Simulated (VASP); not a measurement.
# BaSr2O2 (I4/mmm) in VASP: single point with PBE

Aim: the single point of BaSr2O2 with PBE.

The COD entry that gives the cell may itself be a prediction, so a difference from it is no test against experiment.

Program: VASP 6.6.1. These are calculated values, not measurements. Logs are shortened: lines on timing, memory, paths and dates and some standing lists are left out, and cuts for length are marked.

**1. The cell of the first run**

Symmetry: I4/mmm, No. 139, tetragonal system. The conventional cell has a = 4.665 Å, b = 4.665 Å, c = 13.072 Å, α = 90.00°, β = 90.00°, γ = 90.00°. Ba (site symmetry 4/mmm) has 8 O at 4.02 Å and 10 Sr at 4.04 to 4.14 Å and 4 Ba at 4.67 Å within 5.3 Å. Sr (site symmetry 4mm) has 4 O at 2.46 Å within 3.2 Å. Within 3.2 Å of O (site symmetry -4m2) lie 4 Sr at 2.46 Å.

**2. Single point, PBE**

File INCAR:

```
SYSTEM = BaSr2O2
PREC = Accurate
ENCUT = 520
EDIFF = 1E-6
ISMEAR = 0
SIGMA = 0.01
LREAL = .False.
LASPH = .True.
NELM = 60
ALGO = Normal
ISIF = 2
LWAVE = .False.
LCHARG = .False.
GGA = PE
NBANDS = 29
```

File KPOINTS:

```
regular mesh
0
Gamma
  12 12 12
  0 0 0
```

File POSCAR:

```
BaSr2O2
1.0
   -2.3326915198      2.3326915198      6.5358647840
    2.3326915198     -2.3326915198      6.5358647840
    2.3326915198      2.3326915198     -6.5358647840
Ba Sr O
1 2 2
Direct
    0.0000000000      0.0000000000      0.0000000000
    0.3089548503      0.3089548503      0.0000000000
    0.6910451497      0.6910451497      0.0000000000
    0.2500000000      0.7500000000      0.5000000000
    0.7500000000      0.2500000000      0.5000000000
```

Potentials or basis: VASP PAW PBE potentials, release 64 (Ba_sv, Sr_sv, O).

Started as:

```sh
$ cat potpaw_PBE.64/Ba_sv/POTCAR potpaw_PBE.64/Sr_sv/POTCAR potpaw_PBE.64/O/POTCAR > POTCAR
$ mpirun -np 1 vasp_std > vasp.out
```

OUTCAR:

```text
SYSTEM = BaSr2O2
   PREC = Accurate
   ENCUT = 520
   EDIFF = 1E-6
   ISMEAR = 0
   LREAL = .False.
   LASPH = .True.
   NELM = 60
   ISIF = 2
   GGA = PE

 ion  position               nearest neighbor table
   1  0.000  0.000  0.000-   2 4.04   3 4.04   3 4.14   2 4.14   3 4.14   3 4.14   3 4.14   2 4.14
                             2 4.14   2 4.14
   2  0.309  0.309  0.000-   4 2.46   5 2.46   4 2.46   5 2.46   3 3.64   3 3.64   3 3.64   3 3.64
                             1 4.04   1 4.14   1 4.14   1 4.14   1 4.14   3 4.99
   3  0.691  0.691  0.000-   4 2.46   5 2.46   4 2.46   5 2.46   2 3.64   2 3.64   2 3.64   2 3.64
                             1 4.04   1 4.14   1 4.14   1 4.14   1 4.14   2 4.99
   4  0.250  0.750  0.500-   2 2.46   3 2.46   2 2.46   3 2.46
   5  0.750  0.250  0.500-   2 2.46   3 2.46   2 2.46   3 2.46

  LATTYP: Found a body centered tetragonal cell.
 ALAT       =     4.6653830396
 C/A-ratio  =     2.8018555941

  Lattice vectors:

 A1 = (  -2.3326915198,   2.3326915198,   6.5358647840)
 A2 = (   2.3326915198,  -2.3326915198,   6.5358647840)
 A3 = (   2.3326915198,   2.3326915198,  -6.5358647840)

Analysis of symmetry for initial positions (statically):
=====================================================================
 Subroutine PRICEL returns:
 Original cell was already a primitive cell.

 Routine SETGRP: Setting up the symmetry group for a
 body centered tetragonal supercell.

 Subroutine GETGRP returns: Found 16 space group operations
 (whereof 16 operations were pure point group operations)
 out of a pool of 16 trial point group operations.

The static configuration has the point symmetry D_4h.

Analysis of symmetry for dynamics (positions and initial velocities):
=====================================================================
 Subroutine PRICEL returns:
 Original cell was already a primitive cell.

 Routine SETGRP: Setting up the symmetry group for a
 body centered tetragonal supercell.

 Subroutine GETGRP returns: Found 16 space group operations
 (whereof 16 operations were pure point group operations)
 out of a pool of 16 trial point group operations.

The dynamic configuration has the point symmetry D_4h.

 Subroutine INISYM returns: Found 16 space group operations
 (whereof 16 operations are pure point group operations),
 and found     1 'primitive' translations

----------------------------------------------------------------------------------------

[... 99 lines left out ...]
   LREAL  =      F    real-space projection
   EDIFFG = 0.1E-04   stopping-criterion for IOM
   NSW    =      0    number of steps for IOM
   IBRION =     -1    ionic relax: 0-MD 1-quasi-New 2-CG
   NFREE  =      0    steps in history (QN), initial steepest desc. (CG)
   ISIF   =      2    stress and relaxation
   ISYM   =      2    0-nonsym 1-usesym 2-fastsym
   POTIM  = 0.5000    time-step for ionic-motion
   TEBEG  =    0.0;   TEEND  =   0.0 temperature during run
   PSTRESS=    0.0 pullay stress
   NELECT =      42.0000    total number of electrons
   NUPDOWN=      -1.0000    fix difference up-down
   EMIN   =  10.00;   EMAX   =-10.00  energy-range for DOS
   EFERMI =   0.00;   METHOD = LEGACY
   ISMEAR =     0;   SIGMA  =   0.01  broadening in eV -4-tet -1-fermi 0-gaus
   EFERMI_NEDOS =   21; number of points for ismear=-14 and -15
   IALGO  =     38    algorithm
   IMIX   =      4    mixing-type and parameters
     AMIX     =   0.40;   BMIX     =  1.00
     AMIX_MAG =   1.60;   BMIX_MAG =  1.00
  volume/ion in A,a.u.               =      28.45       192.00
  Fermi-wavevector in a.u.,A,eV,Ry     =   1.090098  2.059986 16.167976  1.188313
  Thomas-Fermi vector in A             =   2.226315
   LORBIT       =      0    0 simple, 1 ext, 2 COOP (PROOUT), +10 PAW based schemes
   GGA     = PE    functional components
   LHFCALC =     F    Hartree Fock is set to
   AEXX    =    0.0000 exact exchange contribution
   IVDW    =     0    specifies the selected vdW correction
   LEPSILON=     F    determine dielectric tensor
   LRPA    =     F    only Hartree local field effects (RPA)
 non-spin polarized calculation
 Gauss-broadening in eV      SIGMA  =   0.01
  energy-cutoff  :      520.00
  volume of cell :      142.26
 maximum number of plane-waves:      3864
   NGX = 27   NGY = 27   NGZ = 27

 number of electron      41.9999996 magnetization

 Free energy of the ion-electron system (eV)
  ---------------------------------------------------
  ext. energy  EPLUGINS =         0.00000000
  ---------------------------------------------------
  free energy    TOTEN  =       -24.45458284 eV

  energy without entropy =      -24.45457970  energy(sigma->0) =      -24.45458127

 E-fermi :   2.5325     XC(G=0):  -8.4322

 val. band max:        2.5157459490   @ k =   0.4167   0.0833   0.0833
 cond. band min:       2.5492782553   @ k =   0.4167   0.0833   0.0833
 fundamental gap:      0.0335323063
 Fermi energy:         2.5325121011

 k-point     1 :       0.0000    0.0000    0.0000
  band No.  band energies     occupation
      1     -31.8311      2.00000
      2     -31.7357      2.00000
      3     -27.1093      2.00000
      4     -15.1178      2.00000
      5     -14.3684      2.00000
      6     -14.0884      2.00000
[... 757 lines left out ...]
     28       6.3317      0.00000
     29       7.0286      0.00000

 [... further k-points ...]

------------------------ aborting loop because EDIFF is reached ----------------------------------------

  FORCE on cell =-STRESS in cart. coord.  units (eV):
  Direction    XX          YY          ZZ          XY          YZ          ZX
  --------------------------------------------------------------------------------------
  -------------------------------------------------------------------------------------
  Total        0.3612714      0.3612714      0.1699586      0.0000000     -0.0000000      0.0000000
  in kB        4.0688020      4.0688020      1.9141501      0.0000000     -0.0000000      0.0000000
  external PRESSURE =       3.3505847 kB  Pullay stress =       0.0000000 kB

 VOLUME and BASIS-vectors are now :
 -----------------------------------------------------------------------------
  energy-cutoff  :      520.00
  volume of cell :      142.26
      direct lattice vectors                 reciprocal lattice vectors
    -2.332691520  2.332691520  6.535864784     0.000000000  0.214344673  0.076500971
     2.332691520 -2.332691520  6.535864784     0.214344673  0.000000000  0.076500971
     2.332691520  2.332691520 -6.535864784     0.214344673  0.214344673  0.000000000

 POSITION                                       TOTAL-FORCE (eV/Angst)
 -----------------------------------------------------------------------------------
      0.00000      0.00000      0.00000         0.000000      0.000000     -0.000000
      0.00000      0.00000      4.03857        -0.000000     -0.000000      0.058500
      0.00000      0.00000      9.03316        -0.000000     -0.000000     -0.058500
      2.33269      0.00000      3.26793         0.000000      0.000000     -0.000000
      0.00000      2.33269      3.26793         0.000000      0.000000     -0.000000
 -----------------------------------------------------------------------------------
    total drift:                               -0.000000      0.000000      0.000000

  FREE ENERGIE OF THE ION-ELECTRON SYSTEM (eV)
  ---------------------------------------------------
  free  energy   TOTEN  =       -24.4545828420 eV

  energy  without entropy=      -24.4545797002  energy(sigma->0) =      -24.45458127
```

stdout:

```text
POSCAR found type information on POSCAR BaSrO
 POSCAR found :  3 types and       5 ions
 scaLAPACK will be used
 LDA part: xc-table for (Slater+PW92), standard interpolation
 POSCAR, INCAR and KPOINTS ok, starting setup
 FFT: planning ... GRIDC
 FFT: planning ... GRID_SOFT
 FFT: planning ... GRID
 WAVECAR not read
 entering main loop
```

It took 26 min on 1 thread of Intel Xeon Platinum 8259CL at 2.50GHz (Skylake/Cascade Lake), shared host; peak memory 0.88 GiB.

What came out:

- Free energy: -24.4546 eV
- Pressure: 0.3 GPa
- Largest force: 0.059 eV/Å
- Band gap on the k mesh: 0.03 eV, direct

Forces in eV/Å, atoms in the order of the input:
```
Ba   0.000  0.000  0.000
Sr   0.000  0.000  0.059
Sr   0.000  0.000 -0.059
O    0.000  0.000  0.000
O    0.000  0.000  0.000
```

Caveat: spin-orbit coupling is left out, which moves the levels of the heavy elements.
